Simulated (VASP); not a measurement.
# Pt in VASP: single point with r2SCAN

Aim: the single point of Pt with r2SCAN.

All numbers are computed with VASP 6.6.1; they aren't measurements. Logs are shortened: lines on timing, memory, paths and dates and some standing lists are left out, and cuts for length are marked.

**1. The cell of the first run**

The typed cell holds 2 atoms: a = 3.041 Å, b = 3.041 Å, c = 4.824 Å, α = 90.00°, β = 90.00°, γ = 60.00°.

This isn't the form of Pt at room conditions, which is fcc.

**2. Single point, r2SCAN**

POSCAR reads:

```
Pt
1.0
    1.5205030000      2.6335880000      0.0000000000
   -1.5205030000      2.6335880000      0.0000000000
    0.0000000000      0.0000000000      4.8244070000
Pt
2
Direct
    0.3333000000      0.3334000000      0.2500000000
    0.6666000000      0.6667000000      0.7500000000
```

INCAR.step1 reads:

```
SYSTEM = Pt
PREC = Accurate ; ENCUT = 520
ISMEAR = 1 ; SIGMA = 0.0816
LREAL = .FALSE. ; LASPH = .TRUE.
NELM = 60 ; NBANDS = 17
GGA = PE ; ALGO = Normal
EDIFF = 1E-4 ; LWAVE = .TRUE.
LCHARG = .FALSE.
```

INCAR.step2 reads:

```
SYSTEM = Pt
PREC = Accurate ; ENCUT = 520
EDIFF = 1E-6 ; ISMEAR = 1
SIGMA = 0.0816 ; LREAL = .FALSE.
LASPH = .TRUE. ; NELM = 60
ALGO = Normal ; ISIF = 2
LWAVE = .FALSE. ; LCHARG = .TRUE.
METAGGA = R2SCAN ; LMIXTAU = .TRUE.
LELF = .TRUE. ; LVHAR = .TRUE.
NBANDS = 17 ; ISTART = 1
```

KPOINTS reads:

```
Automatic mesh
0
G
  13 13 7
  0 0 0
```

Potentials or basis: VASP PAW PBE potentials, release 64 (Pt).

Started as:

```bash
> cat potpaw_PBE.64/Pt/POTCAR > POTCAR
> cp INCAR.step1 INCAR
> mpirun -np 1 vasp_std > vasp.out
> cp INCAR.step2 INCAR
> mpirun -np 1 vasp_std > vasp.out
```

OUTCAR:

```text
SYSTEM = Pt
   PREC = Accurate
   ENCUT = 520
   EDIFF = 1E-6
   ISMEAR = 1
   LREAL = .FALSE.
   LASPH = .TRUE.
   NELM = 60
   ISIF = 2
   METAGGA = R2SCAN
   ISTART = 1

 ion  position               nearest neighbor table
   1  0.333  0.333  0.250-   2 2.98   2 2.98   2 2.98   2 2.98   2 2.98   2 2.98
   2  0.667  0.667  0.750-   1 2.98   1 2.98   1 2.98   1 2.98   1 2.98   1 2.98

  LATTYP: Found a hexagonal cell.
 ALAT       =     3.0410056111
 C/A-ratio  =     1.5864511997

  Lattice vectors:

 A1 = (   1.5205030000,  -2.6335880000,   0.0000000000)
 A2 = (   1.5205030000,   2.6335880000,   0.0000000000)
 A3 = (   0.0000000000,   0.0000000000,   4.8244070000)

Analysis of symmetry for initial positions (statically):
=====================================================================
 Subroutine PRICEL returns:
 Original cell was already a primitive cell.

 Routine SETGRP: Setting up the symmetry group for a
 hexagonal supercell.

 Subroutine GETGRP returns: Found  8 space group operations
 (whereof  2 operations were pure point group operations)
 out of a pool of 24 trial point group operations.

The static configuration has the point symmetry C_2 .
 The point group associated with its full space group is D_2h.

Analysis of symmetry for dynamics (positions and initial velocities):
=====================================================================
 Subroutine PRICEL returns:
 Original cell was already a primitive cell.

 Routine SETGRP: Setting up the symmetry group for a
 hexagonal supercell.

 Subroutine GETGRP returns: Found  8 space group operations
 (whereof  2 operations were pure point group operations)
 out of a pool of 24 trial point group operations.

The dynamic configuration has the point symmetry C_2 .
 The point group associated with its full space group is D_2h.

 Subroutine INISYM returns: Found  8 space group operations
 (whereof  2 operations are pure point group operations),
 and found     1 'primitive' translations

----------------------------------------------------------------------------------------

                                     Primitive cell

  volume of cell :      38.6375

  direct lattice vectors                    reciprocal lattice vectors
     1.520503000  2.633588000  0.000000000     0.328838549  0.189855057  0.000000000
    -1.520503000  2.633588000  0.000000000    -0.328838549  0.189855057  0.000000000
     0.000000000  0.000000000  4.824407000     0.000000000  0.000000000  0.207279361

  length of vectors
     3.041005611  3.041005611  4.824407000     0.379710066  0.379710066  0.207279361

  position of ions in fractional coordinates (direct lattice)
     0.333300000  0.333400000  0.250000000
     0.666600000  0.666700000  0.750000000

  ion indices of the primitive-cell ions
   primitive index   ion index
                 1           1
                 2           2

----------------------------------------------------------------------------------------

 KPOINTS: Automatic mesh

Automatic generation of k-mesh.
 Grid dimensions read from file:
 generate k-points for:   13   13    7

 Generating k-lattice:

  Cartesian coordinates                     Fractional coordinates (reciprocal lattice)
     0.025295273  0.014604235  0.000000000     0.076923077 -0.000000000  0.000000000
    -0.025295273  0.014604235  0.000000000    -0.000000000  0.076923077  0.000000000
     0.000000000  0.000000000  0.029611337     0.000000000  0.000000000  0.142857143

  Length of vectors
     0.029208467  0.029208467  0.029611337

  Shift w.r.t. Gamma in fractional coordinates (k-lattice)
     0.000000000  0.000000000  0.000000000

 Subroutine IBZKPT returns following result:
 ===========================================

 Found    196 irreducible k-points:

 Following reciprocal coordinates:
            Coordinates               Weight
  0.000000  0.000000  0.000000      1.000000
  0.076923 -0.000000  0.000000      4.000000
  0.076923  0.076923  0.000000      2.000000
  0.153846  0.000000  0.000000      4.000000
  0.153846  0.153846  0.000000      2.000000
  0.230769  0.000000  0.000000      4.000000
[... 16 lines left out ...]
  0.307692  0.384615  0.000000      4.000000
 -0.076923  0.307692  0.000000      4.000000
 [... further k-points ...]
   k-points           NKPTS =    196   k-points in BZ     NKDIM =    196   number of bands    NBANDS=     17
   number of dos      NEDOS =    301   number of ions     NIONS =      2
   total plane-waves  NPLWV =  20736
   dimension x,y,z NGX =    24 NGY =   24 NGZ =   36
   dimension x,y,z NGXF=    48 NGYF=   48 NGZF=   72
   ions per type =               2
   NGX,Y,Z   is equivalent  to a cutoff of  13.12, 13.12, 12.41 a.u.
   NGXF,Y,Z  is equivalent  to a cutoff of  26.24, 26.24, 24.81 a.u.
 SYSTEM =  Pt
   PREC   = accura    normal or accurate (medium, high low for compatibility)
   ISTART =      1    job   : 0-new  1-cont  2-samecut
   ICHARG =      0    charge: 1-file 2-atom 10-const
   ISPIN  =      1    spin polarized calculation?
   LNONCOLLINEAR =      F non collinear calculations
   LSORBIT =      F    spin-orbit coupling
   LASPH  =      T    aspherical Exc in radial PAW
   ENCUT  =  520.0 eV  38.22 Ry    6.18 a.u.   5.65  5.65  8.97*2*pi/ulx,y,z
   NELM   =     60;   NELMIN=  2; NELMDL=  0     # of ELM steps
   EDIFF  = 0.1E-05   stopping-criterion for ELM
   LREAL  =      F    real-space projection
   EDIFFG = 0.1E-04   stopping-criterion for IOM
   NSW    =      0    number of steps for IOM
   IBRION =     -1    ionic relax: 0-MD 1-quasi-New 2-CG
   NFREE  =      0    steps in history (QN), initial steepest desc. (CG)
   ISIF   =      2    stress and relaxation
   ISYM   =      2    0-nonsym 1-usesym 2-fastsym
   POTIM  = 0.5000    time-step for ionic-motion
   TEBEG  =    0.0;   TEEND  =   0.0 temperature during run
   PSTRESS=    0.0 pullay stress
   NELECT =      20.0000    total number of electrons
   NUPDOWN=      -1.0000    fix difference up-down
   EMIN   =  10.00;   EMAX   =-10.00  energy-range for DOS
   EFERMI =   0.00;   METHOD = LEGACY
   ISMEAR =     1;   SIGMA  =   0.08  broadening in eV -4-tet -1-fermi 0-gaus
   EFERMI_NEDOS =   21; number of points for ismear=-14 and -15
   IALGO  =     38    algorithm
   IMIX   =      4    mixing-type and parameters
     AMIX     =   0.40;   BMIX     =  1.00
     AMIX_MAG =   1.60;   BMIX_MAG =  1.00
  volume/ion in A,a.u.               =      19.32       130.37
  Fermi-wavevector in a.u.,A,eV,Ry     =   1.314463  2.483976 23.508335  1.727814
  Thomas-Fermi vector in A             =   2.444714
   LORBIT       =      0    0 simple, 1 ext, 2 COOP (PROOUT), +10 PAW based schemes
   METAGGA = R2SCAN    functional components
   LHFCALC =     F    Hartree Fock is set to
   AEXX    =    0.0000 exact exchange contribution
   IVDW    =     0    specifies the selected vdW correction
   LEPSILON=     F    determine dielectric tensor
   LRPA    =     F    only Hartree local field effects (RPA)
 non-spin polarized calculation
 Methfessel and Paxton  Order N= 1 SIGMA  =   0.08
  energy-cutoff  :      520.00
  volume of cell :       38.64
 maximum number of plane-waves:      1085
   NGX = 11   NGY = 11   NGZ = 17

 number of electron      20.0000001 magnetization

 Free energy of the ion-electron system (eV)
  ---------------------------------------------------
  ext. energy  EPLUGINS =         0.00000000
  ---------------------------------------------------
  free energy    TOTEN  =      -101.80315293 eV

  energy without entropy =     -101.80333259  energy(sigma->0) =     -101.80321281

 E-fermi :   6.8518     XC(G=0): -12.9110

 val. band max:        6.8499008383   @ k =  -0.3846   0.2308   0.2857
 cond. band min:       6.8576041662   @ k =   0.3846   0.0000   0.1429
 fundamental gap:      0.0077033279
 Fermi energy:         6.8517985499

 k-point     1 :       0.0000    0.0000    0.0000
  band No.  band energies     occupation
      1      -1.0114      2.00000
      2       1.7098      2.00000
      3       4.3747      2.00000
      4       4.3748      2.00000
      5       4.4251      2.00000
      6       4.7386      2.00000
[... 9 lines left out ...]
     16      24.8810      0.00000
     17      25.2298      0.00000

 k-point     2 :       0.0769   -0.0000    0.0000
  band No.  band energies     occupation
      1      -0.8423      2.00000
      2       1.8433      2.00000
      3       4.1532      2.00000
      4       4.4867      2.00000
      5       4.6262      2.00000
      6       4.6919      2.00000
[... 9 lines left out ...]
     16      24.3646      0.00000
     17      24.9069      0.00000

 k-point     3 :       0.0769    0.0769    0.0000
  band No.  band energies     occupation
      1      -0.8423      2.00000
      2       1.8433      2.00000
      3       4.1531      2.00000
      4       4.4868      2.00000
      5       4.6259      2.00000
      6       4.6922      2.00000
[... 9 lines left out ...]
     16      24.3651      0.00000
     17      24.9070      0.00000

 k-point     4 :       0.1538    0.0000    0.0000
  band No.  band energies     occupation
      1      -0.3537      2.00000
      2       2.1903      2.00000
      3       3.9004      2.00000
      4       4.5083      2.00000
      5       4.5224      2.00000
      6       4.7877      2.00000
[... 9 lines left out ...]
     16      23.7258      0.00000
     17      25.1977      0.00000
[... 343 lines left out ...]
      1       1.6605      2.00000
      2       2.5621      2.00000
      3       3.0834      2.00000
      4       4.0401      2.00000
      5       4.2060      2.00000
      6       4.6379      2.00000
[... 9 lines left out ...]
     16      20.4115      0.00000
     17      21.9744      0.00000

 k-point    23 :       0.3077    0.3846    0.0000
  band No.  band energies     occupation
      1       1.6607      2.00000
      2       2.5622      2.00000
      3       3.0836      2.00000
      4       4.0398      2.00000
      5       4.2062      2.00000
      6       4.6377      2.00000
[... 9 lines left out ...]
     16      20.4114      0.00000
     17      21.9738      0.00000

 k-point    24 :      -0.0769    0.3077    0.0000
  band No.  band energies     occupation
      1       1.6604      2.00000
      2       2.5621      2.00000
      3       3.0834      2.00000
      4       4.0400      2.00000
      5       4.2062      2.00000
      6       4.6378      2.00000
[... 9 lines left out ...]
     16      20.4116      0.00000
     17      21.9744      0.00000

 [... further k-points ...]

------------------------ aborting loop because EDIFF is reached ----------------------------------------

  FORCE on cell =-STRESS in cart. coord.  units (eV):
  Direction    XX          YY          ZZ          XY          YZ          ZX
  --------------------------------------------------------------------------------------
  -------------------------------------------------------------------------------------
  Total       -7.9476758     -7.9475184     -7.1686862      0.0000000      0.0000000      0.0000000
  in kB     -329.5654489   -329.5589215   -297.2631697      0.0000000      0.0000000      0.0000000
  external PRESSURE =    -318.7958467 kB  Pullay stress =       0.0000000 kB

 VOLUME and BASIS-vectors are now :
 -----------------------------------------------------------------------------
  energy-cutoff  :      520.00
  volume of cell :       38.64
      direct lattice vectors                 reciprocal lattice vectors
     1.520503000  2.633588000  0.000000000     0.328838549  0.189855057  0.000000000
    -1.520503000  2.633588000  0.000000000    -0.328838549  0.189855057  0.000000000
     0.000000000  0.000000000  4.824407000     0.000000000  0.000000000  0.207279361

 POSITION                                       TOTAL-FORCE (eV/Angst)
 -----------------------------------------------------------------------------------
     -0.00015      1.75581      1.20610         0.000000      0.000121      0.000000
     -0.00015      3.51136      3.61831         0.000000     -0.000121      0.000000
 -----------------------------------------------------------------------------------
    total drift:                               -0.000000      0.000000     -0.000000

  FREE ENERGIE OF THE ION-ELECTRON SYSTEM (eV)
  ---------------------------------------------------
  free  energy   TOTEN  =      -101.8031529252 eV

  energy  without entropy=     -101.8033325906  energy(sigma->0) =     -101.80321281
```

Run time: 9.1 min. Hardware: 1 thread of AMD EPYC 7R13, shared host; peak memory 0.21 GiB.

What came out:

| Quantity | Value |
| --- | --- |
| Free energy | -101.8032 eV |
| Pressure | -31.9 GPa |
| Band gap on the k mesh | zero (bands 10 and 11 overlap by 0.67 eV) |

Caveat: the cell stands under tension; the PAW data sets were made with another functional, which shifts forces and pressure a little; spin-orbit coupling is left out, which moves the levels of the heavy elements.
